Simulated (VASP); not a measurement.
# Ba2B (R32) in VASP: a series of runs

The runs below take Ba2B through single point, relaxation of cell and atoms, with PBE.

All numbers are computed with VASP 6.6.1; they aren't measurements. Logs are shortened: lines on timing, memory, paths and dates and some standing lists are left out, and cuts for length are marked.

### Step 1. The cell of the first run

Symmetry: R32, No. 155, trigonal system. The conventional cell has a = 8.211 Å, b = 8.211 Å, c = 10.431 Å, α = 90.00°, β = 90.00°, γ = 120.00°. Within 3.9 Å of Ba (site symmetry 32) lie 2 B at 2.94 Å and 6 Ba at 3.59 Å. Ba (site symmetry 2) has 4 B at 3.06 to 3.36 Å and 6 Ba at 3.54 to 3.68 Å within 4.0 Å. B (site symmetry 3) has 7 Ba at 2.94 to 3.36 Å within 3.9 Å.

### Step 2. Single point, PBE

Input file INCAR:

```
ALGO = Normal ; EDIFF = 1E-6
ENCUT = 520 ; GGA = PE
ISIF = 2 ; ISMEAR = 0
LASPH = T ; LCHARG = F
LREAL = F ; LWAVE = F
NBANDS = 32 ; NELM = 100
PREC = Accurate ; SIGMA = 0.1
```

Input file KPOINTS:

```
k-points
0
Gamma
  6 6 6
```

Input file POSCAR:

```
Ba2B
1.0
    4.1057042624      2.3704294611      3.4768484574
   -4.1057042624      2.3704294611      3.4768484574
    0.0000000000     -4.7408589222      3.4768484574
Ba B
4 2
Direct
    0.0000000000      0.0000000000      0.0000000000
    0.7491569434      0.2508430566      0.5000000000
    0.2508430566      0.5000000000      0.7491569434
    0.5000000000      0.7491569434      0.2508430566
    0.2816994047      0.2816994047      0.2816994047
    0.7183005953      0.7183005953      0.7183005953
```

Potentials or basis: VASP PAW PBE potentials, release 64 (Ba_sv, B).

On the command line:

```console
$ cat potpaw_PBE.64/Ba_sv/POTCAR potpaw_PBE.64/B/POTCAR > POTCAR
$ mpirun -np 1 vasp_std > vasp.out
```

OUTCAR:

```text
EDIFF = 1E-6
   ENCUT = 520
   GGA = PE
   ISIF = 2
   ISMEAR = 0
   LASPH = T
   LREAL = F
   NELM = 100
   PREC = Accurate

 ion  position               nearest neighbor table
   1  0.000  0.000  0.000-   5 2.94   6 2.94   3 3.59   4 3.59   2 3.59   2 3.59   3 3.59   4 3.59

   2  0.749  0.251  0.500-   5 3.06   6 3.06   5 3.36   6 3.36   4 3.54   3 3.54   1 3.59   1 3.59
                             4 3.68   3 3.68
   3  0.251  0.500  0.749-   6 3.06   5 3.06   5 3.36   6 3.36   4 3.54   2 3.54   1 3.59   1 3.59
                             4 3.68   2 3.68
   4  0.500  0.749  0.251-   5 3.06   6 3.06   6 3.36   5 3.36   3 3.54   2 3.54   1 3.59   1 3.59
                             3 3.68   2 3.68
   5  0.282  0.282  0.282-   1 2.94   4 3.06   3 3.06   2 3.06   3 3.36   2 3.36   4 3.36
   6  0.718  0.718  0.718-   1 2.94   3 3.06   4 3.06   2 3.06   4 3.36   2 3.36   3 3.36

  LATTYP: Found a trigonal (rhomboedric) cell.
 ALAT       =     5.8791341638
 COS(alpha) =     0.0246093669

  Lattice vectors:

 A1 = (   4.1057042624,   2.3704294611,   3.4768484574)
 A2 = (  -4.1057042624,   2.3704294611,   3.4768484574)
 A3 = (   0.0000000000,  -4.7408589222,   3.4768484574)

Analysis of symmetry for initial positions (statically):
=====================================================================
 Subroutine PRICEL returns:
 Original cell was already a primitive cell.

 Routine SETGRP: Setting up the symmetry group for a
 trigonal (rhombohedral) supercell.

 Subroutine GETGRP returns: Found  6 space group operations
 (whereof  6 operations were pure point group operations)
 out of a pool of 12 trial point group operations.

The static configuration has the point symmetry D_3 .

Analysis of symmetry for dynamics (positions and initial velocities):
=====================================================================
 Subroutine PRICEL returns:
 Original cell was already a primitive cell.

 Routine SETGRP: Setting up the symmetry group for a
 trigonal (rhombohedral) supercell.

 Subroutine GETGRP returns: Found  6 space group operations
 (whereof  6 operations were pure point group operations)
 out of a pool of 12 trial point group operations.

The dynamic configuration has the point symmetry D_3 .

 Subroutine INISYM returns: Found  6 space group operations
 (whereof  6 operations are pure point group operations),
 and found     1 'primitive' translations

----------------------------------------------------------------------------------------

                                     Primitive cell

  volume of cell :     203.0260

  direct lattice vectors                    reciprocal lattice vectors
     4.105704262  2.370429461  3.476848457     0.121781787  0.070310747  0.095872264
    -4.105704262  2.370429461  3.476848457    -0.121781787  0.070310747  0.095872264
     0.000000000 -4.740858922  3.476848457     0.000000000 -0.140621494  0.095872264

  length of vectors
     5.879134164  5.879134164  5.879134164     0.170193701  0.170193701  0.170193701

  position of ions in fractional coordinates (direct lattice)
     0.000000000  0.000000000  0.000000000
     0.749156943  0.250843057  0.500000000
     0.250843057  0.500000000  0.749156943
     0.500000000  0.749156943  0.250843057
     0.281699405  0.281699405  0.281699405
     0.718300595  0.718300595  0.718300595

  ion indices of the primitive-cell ions
   primitive index   ion index
                 1           1
                 2           2
                 3           3
                 4           4
                 5           5
                 6           6

----------------------------------------------------------------------------------------

 KPOINTS: k-points

Automatic generation of k-mesh.
 Grid dimensions read from file:
 generate k-points for:    6    6    6

 Generating k-lattice:

  Cartesian coordinates                     Fractional coordinates (reciprocal lattice)
     0.020296964  0.011718458  0.015978711     0.166666667 -0.000000000 -0.000000000
    -0.020296964  0.011718458  0.015978711    -0.000000000  0.166666667 -0.000000000
     0.000000000 -0.023436916  0.015978711    -0.000000000 -0.000000000  0.166666667

  Length of vectors
     0.028365617  0.028365617  0.028365617

  Shift w.r.t. Gamma in fractional coordinates (k-lattice)
     0.000000000  0.000000000  0.000000000

 Subroutine IBZKPT returns following result:
 ===========================================

 Found     32 irreducible k-points:

 Following reciprocal coordinates:
            Coordinates               Weight
  0.000000  0.000000  0.000000      1.000000
  0.166667 -0.000000  0.000000      6.000000
  0.333333 -0.000000  0.000000      6.000000
  0.500000 -0.000000  0.000000      3.000000
  0.166667  0.166667  0.000000      6.000000
  0.333333  0.166667  0.000000     12.000000
[... 16 lines left out ...]
  0.500000  0.500000  0.166667      6.000000
 -0.333333  0.500000  0.166667     12.000000
 [... further k-points ...]
   k-points           NKPTS =     32   k-points in BZ     NKDIM =     32   number of bands    NBANDS=     32
   number of dos      NEDOS =    301   number of ions     NIONS =      6
   total plane-waves  NPLWV = 110592
   dimension x,y,z NGX =    48 NGY =   48 NGZ =   48
   dimension x,y,z NGXF=    96 NGYF=   96 NGZF=   96
   ions per type =               4   2
   NGX,Y,Z   is equivalent  to a cutoff of  13.57, 13.57, 13.57 a.u.
   NGXF,Y,Z  is equivalent  to a cutoff of  27.15, 27.15, 27.15 a.u.
 SYSTEM =  unknown system
   PREC   = accura    normal or accurate (medium, high low for compatibility)
   ISTART =      0    job   : 0-new  1-cont  2-samecut
   ICHARG =      2    charge: 1-file 2-atom 10-const
   ISPIN  =      1    spin polarized calculation?
   LNONCOLLINEAR =      F non collinear calculations
   LSORBIT =      F    spin-orbit coupling
   LASPH  =      T    aspherical Exc in radial PAW
   ENCUT  =  520.0 eV  38.22 Ry    6.18 a.u.  10.93 10.93 10.93*2*pi/ulx,y,z
   NELM   =    100;   NELMIN=  2; NELMDL= -5     # of ELM steps
   EDIFF  = 0.1E-05   stopping-criterion for ELM
   LREAL  =      F    real-space projection
   EDIFFG = 0.1E-04   stopping-criterion for IOM
   NSW    =      0    number of steps for IOM
   IBRION =     -1    ionic relax: 0-MD 1-quasi-New 2-CG
   NFREE  =      0    steps in history (QN), initial steepest desc. (CG)
   ISIF   =      2    stress and relaxation
   ISYM   =      2    0-nonsym 1-usesym 2-fastsym
   POTIM  = 0.5000    time-step for ionic-motion
   TEBEG  =    0.0;   TEEND  =   0.0 temperature during run
   PSTRESS=    0.0 pullay stress
   NELECT =      46.0000    total number of electrons
   NUPDOWN=      -1.0000    fix difference up-down
   EMIN   =  10.00;   EMAX   =-10.00  energy-range for DOS
   EFERMI =   0.00;   METHOD = LEGACY
   ISMEAR =     0;   SIGMA  =   0.10  broadening in eV -4-tet -1-fermi 0-gaus
   EFERMI_NEDOS =   21; number of points for ismear=-14 and -15
   IALGO  =     38    algorithm
   IMIX   =      4    mixing-type and parameters
     AMIX     =   0.40;   BMIX     =  1.00
     AMIX_MAG =   1.60;   BMIX_MAG =  1.00
  volume/ion in A,a.u.               =      33.84       228.35
  Fermi-wavevector in a.u.,A,eV,Ry     =   0.998030  1.886003 13.552268  0.996064
  Thomas-Fermi vector in A             =   2.130226
   LORBIT       =      0    0 simple, 1 ext, 2 COOP (PROOUT), +10 PAW based schemes
   GGA     = PE    functional components
   LHFCALC =     F    Hartree Fock is set to
   AEXX    =    0.0000 exact exchange contribution
   IVDW    =     0    specifies the selected vdW correction
   LEPSILON=     F    determine dielectric tensor
   LRPA    =     F    only Hartree local field effects (RPA)
 non-spin polarized calculation
 Gauss-broadening in eV      SIGMA  =   0.10
  energy-cutoff  :      520.00
  volume of cell :      203.03
 maximum number of plane-waves:      5496
 NGX is ok and might be reduce to    48
   NGX = 21   NGY = 21   NGZ = 21

 number of electron      46.0000004 magnetization

 Free energy of the ion-electron system (eV)
  ---------------------------------------------------
  ext. energy  EPLUGINS =         0.00000000
  ---------------------------------------------------
  free energy    TOTEN  =       -15.70458289 eV

  energy without entropy =      -15.67590263  energy(sigma->0) =      -15.69024276

 E-fermi :   2.5960     XC(G=0):  -8.6554

 val. band max:        2.5883949972   @ k =   0.3333  -0.0000   0.0000
 cond. band min:       2.5987067598   @ k =   0.5000   0.5000   0.3333
 fundamental gap:      0.0103117625
 Fermi energy:         2.5960171029

 k-point     1 :       0.0000    0.0000    0.0000
  band No.  band energies     occupation
      1     -26.0943      2.00000
      2     -25.7242      2.00000
      3     -25.5538      2.00000
      4     -25.5538      2.00000
      5     -11.8211      2.00000
      6     -11.8211      2.00000
[... 24 lines left out ...]
     31       5.1365      0.00000
     32       5.5320      0.00000

 k-point     2 :       0.1667   -0.0000    0.0000
  band No.  band energies     occupation
      1     -26.0857      2.00000
      2     -25.7310      2.00000
      3     -25.5735      2.00000
      4     -25.5365      2.00000
      5     -11.9206      2.00000
      6     -11.8227      2.00000
[... 24 lines left out ...]
     31       4.8598      0.00000
     32       5.4602      0.00000

 k-point     3 :       0.3333   -0.0000    0.0000
  band No.  band energies     occupation
      1     -26.0669      2.00000
      2     -25.7485      2.00000
      3     -25.5841      2.00000
      4     -25.5284      2.00000
      5     -11.9858      2.00000
      6     -11.9039      2.00000
[... 24 lines left out ...]
     31       4.7126      0.00000
     32       5.4268      0.00000

 k-point     4 :       0.5000   -0.0000    0.0000
  band No.  band energies     occupation
      1     -26.0564      2.00000
      2     -25.7592      2.00000
      3     -25.5861      2.00000
      4     -25.5269      2.00000
      5     -11.9930      2.00000
      6     -11.9562      2.00000
[... 24 lines left out ...]
     31       4.8380      0.00000
     32       5.4353      0.00000

 k-point     5 :       0.1667    0.1667    0.0000
  band No.  band energies     occupation
      1     -26.0794      2.00000
      2     -25.7264      2.00000
      3     -25.5956      2.00000
      4     -25.5259      2.00000
      5     -11.9709      2.00000
      6     -11.7780      2.00000
[... 584 lines left out ...]
     31       5.0041      0.00000
     32       5.2989      0.00000

 k-point    22 :      -0.1667    0.3333    0.1667
  band No.  band energies     occupation
      1     -26.0560      2.00000
      2     -25.7423      2.00000
      3     -25.5895      2.00000
      4     -25.5414      2.00000
      5     -11.9864      2.00000
      6     -11.9023      2.00000
[... 24 lines left out ...]
     31       4.8322      0.00000
     32       5.4381      0.00000

 k-point    23 :       0.5000    0.5000    0.1667
  band No.  band energies     occupation
      1     -26.0367      2.00000
      2     -25.7111      2.00000
      3     -25.6183      2.00000
      4     -25.5656      2.00000
      5     -11.9901      2.00000
      6     -11.9081      2.00000
[... 24 lines left out ...]
     31       4.9623      0.00000
     32       5.1277      0.00000

 k-point    24 :      -0.3333    0.5000    0.1667
  band No.  band energies     occupation
      1     -26.0405      2.00000
      2     -25.7250      2.00000
      3     -25.6062      2.00000
      4     -25.5593      2.00000
      5     -11.9740      2.00000
      6     -11.9312      2.00000
[... 24 lines left out ...]
     31       5.0592      0.00000
     32       5.2580      0.00000

 [... further k-points ...]

------------------------ aborting loop because EDIFF is reached ----------------------------------------

  FORCE on cell =-STRESS in cart. coord.  units (eV):
  Direction    XX          YY          ZZ          XY          YZ          ZX
  --------------------------------------------------------------------------------------
  -------------------------------------------------------------------------------------
  Total        0.8333935      0.8333935      1.1226487      0.0000000      0.0000000      0.0000000
  in kB        6.5767146      6.5767146      8.8593680      0.0000000      0.0000000      0.0000000
  external PRESSURE =       7.3375991 kB  Pullay stress =       0.0000000 kB

 VOLUME and BASIS-vectors are now :
 -----------------------------------------------------------------------------
  energy-cutoff  :      520.00
  volume of cell :      203.03
      direct lattice vectors                 reciprocal lattice vectors
     4.105704262  2.370429461  3.476848457     0.121781787  0.070310747  0.095872264
    -4.105704262  2.370429461  3.476848457    -0.121781787  0.070310747  0.095872264
     0.000000000 -4.740858922  3.476848457     0.000000000 -0.140621494  0.095872264

 POSITION                                       TOTAL-FORCE (eV/Angst)
 -----------------------------------------------------------------------------------
      0.00000      0.00000      0.00000         0.000000      0.000000      0.000000
      2.04593      0.00000      5.21527         0.048226      0.000000      0.000000
     -1.02296     -1.77183      5.21527        -0.024113     -0.041765      0.000000
     -1.02296      1.77183      5.21527        -0.024113      0.041765      0.000000
      0.00000      0.00000      2.93828         0.000000      0.000000     -0.005666
      0.00000      0.00000      7.49227         0.000000      0.000000      0.005666
 -----------------------------------------------------------------------------------
    total drift:                                0.000000     -0.000000      0.000000

  FREE ENERGIE OF THE ION-ELECTRON SYSTEM (eV)
  ---------------------------------------------------
  free  energy   TOTEN  =       -15.7045828908 eV

  energy  without entropy=      -15.6759026314  energy(sigma->0) =      -15.69024276
```

Run time: 2.1 min. Hardware: 1 thread of AMD EPYC 9R45 (Zen 5), shared host; peak memory 0.39 GiB.

Results:

| Property | Result |
| --- | --- |
| Free energy | -15.7046 eV |
| Pressure | 0.7 GPa |
| Largest force | 0.048 eV/Å |
| Band gap on the k mesh | zero (bands 23 and 24 overlap by 0.41 eV) |

Forces on the atoms (eV/Å):
```
Ba   0.000  0.000  0.000
Ba   0.048  0.000  0.000
Ba  -0.024 -0.042  0.000
Ba  -0.024  0.042  0.000
B    0.000  0.000 -0.006
B    0.000  0.000  0.006
```

Caveat: spin-orbit coupling is left out, which moves the levels of the heavy elements.

### Step 3. Single point, PBE

Input file INCAR:

```
  PREC = Accurate
  ENCUT = 520
  EDIFF = 1E-6
  ISMEAR = 0
  SIGMA = 0.1
  LREAL = False
  LASPH = True
  NELM = 100
  ALGO = Normal
  ISIF = 2
  LWAVE = False
  LCHARG = True
  GGA = PE
  LELF = True
  LVHAR = True
  NBANDS = 32
```

Input file KPOINTS:

```
Automatic mesh
0
Gamma
  6 6 6
```

POSCAR is that of step 2.

Potentials or basis: VASP PAW PBE potentials, release 64 (Ba_sv, B).

On the command line:

```console
$ cat potpaw_PBE.64/Ba_sv/POTCAR potpaw_PBE.64/B/POTCAR > POTCAR
$ mpirun -np 1 vasp_std > vasp.out
```

It took 2.1 min on 1 thread of AMD EPYC 9R45 (Zen 5), shared host; peak memory 0.39 GiB.

It converged, with:

```yaml
Free_energy: -15.7046 eV
Pressure: 0.7 GPa
Largest_force: 0.048 eV/Å
Band_gap_on_the_k_mesh: zero (bands 23 and 24 overlap by 0.41 eV)
```

Forces in eV/Å, atoms in the order of the input:
```
Ba   0.000  0.000  0.000
Ba   0.048  0.000  0.000
Ba  -0.024 -0.042  0.000
Ba  -0.024  0.042  0.000
B    0.000  0.000 -0.006
B    0.000  0.000  0.006
```

Stress tensor (GPa, compression positive):
```
0.66 0.00 0.00
0.00 0.66 0.00
0.00 0.00 0.89
```

Levels at points of the mesh, in eV from the Fermi level:
```tsv
k point	band 21	band 22	band 23	band 24	band 25	band 26
(0.00, 0.00, 0.00)	-0.74	-0.39	-0.39	-0.22	0.48	0.75
(0.50, 0.00, 0.00)	-0.68	-0.58	-0.46	0.31	1.19	1.20
(0.50, 0.50, 0.00)	-0.67	-0.42	-0.12	0.13	0.35	0.67
(0.50, 0.50, 0.50)	-0.89	-0.56	0.03	0.03	1.00	1.00
```

Caveat: spin-orbit coupling is left out, which moves the levels of the heavy elements.

### Step 4. Relaxation of cell and atoms, PBE

Input file INCAR:

```
SYSTEM = Ba2B
PREC = Accurate
ENCUT = 600
EDIFF = 1E-7
ISMEAR = 0
SIGMA = 0.1
LREAL = .False.
LASPH = .True.
NELM = 100
ALGO = Normal
ISIF = 3
LWAVE = .False.
LCHARG = .False.
GGA = PE
IBRION = 2
NSW = 100
EDIFFG = -0.01
```

Input file KPOINTS:

```
Automatic mesh
0
Gamma
  6 6 6
  0 0 0
```

POSCAR is that of step 3.

On the command line:

```console
$ cat potpaw_PBE.64/Ba_sv/POTCAR potpaw_PBE.64/B/POTCAR > POTCAR
$ mpirun -np 1 vasp_std > vasp.out
```

Run time: 12 min. Hardware: 1 thread of AMD EPYC 9R45 (Zen 5), shared host; peak memory 0.43 GiB.

It converged, with:

* Free energy: -15.7218 eV
* Relaxed volume: 35.10 Å³/atom
* Relaxed cell: a = 5.951 Å, b = 5.951 Å, c = 5.951 Å, α = 88.71°, β = 88.71°, γ = 88.71°
* Space group after relaxing (to 0.1 Å): R32 (No. 155)
* Energy gained by relaxing: 2.7 meV/atom
* Ionic steps: 9
* Pressure after relaxing: 0.0 GPa
* Largest force after relaxing: 0.007 eV/Å
* Band gap on the k mesh: zero (bands 23 and 24 overlap by 0.43 eV)

Forces in eV/Å, atoms in the order of the input:
```
Ba   0.000  0.000  0.000
Ba  -0.007  0.000  0.000
Ba   0.003  0.006  0.000
Ba   0.003 -0.006  0.000
B    0.000  0.000  0.000
B    0.000  0.000  0.000
```

Step by step:
```csv
step,energy change (eV),largest force (eV/Å),pressure (GPa),volume (Å³)
1,0.0000,0.0479,0.73,203.03
2,-0.0139,0.0247,0.22,207.60
3,-0.0155,0.0378,0.00,209.83
4,-0.0155,0.0370,0.01,209.70
5,-0.0157,0.0313,0.01,209.80
6,-0.0161,0.0169,0.01,210.13
7,-0.0160,0.0193,0.01,210.17
8,-0.0162,0.0144,0.00,210.34
9,-0.0162,0.0067,-0.01,210.61
```

Final structure:
```
Ba B
1.0
     4.16032    2.40196    3.51260
    -4.16032    2.40196    3.51260
     0.00000   -4.80393    3.51260
Ba B
4 2
Cartesian
  0.0000 0.0000 0.0000
  2.0757 0.0000 5.2689
  -1.0379 -1.7976 5.2689
  -1.0379 1.7976 5.2689
  0.0000 0.0000 2.9816
  0.0000 0.0000 7.5562
```

Levels at points of the mesh, in eV from the Fermi level:
| k point | band 19 | band 20 | band 21 | band 22 | band 23 | band 24 | band 25 | band 26 | band 27 |
| --- | --- | --- | --- | --- | --- | --- | --- | --- | --- |
| (0.00, 0.00, 0.00) | -0.87 | -0.87 | -0.70 | -0.35 | -0.35 | -0.26 | 0.45 | 0.75 | 0.75 |
| (0.50, 0.00, 0.00) | -1.36 | -1.21 | -0.65 | -0.55 | -0.41 | 0.28 | 1.15 | 1.17 | 1.35 |
| (0.50, 0.50, 0.00) | -1.39 | -1.04 | -0.65 | -0.40 | -0.09 | 0.13 | 0.34 | 0.62 | 1.18 |
| (0.50, 0.50, 0.50) | -0.89 | -0.89 | -0.83 | -0.61 | 0.01 | 0.01 | 1.00 | 1.00 | 1.19 |

Caveat: spin-orbit coupling is left out, which moves the levels of the heavy elements.
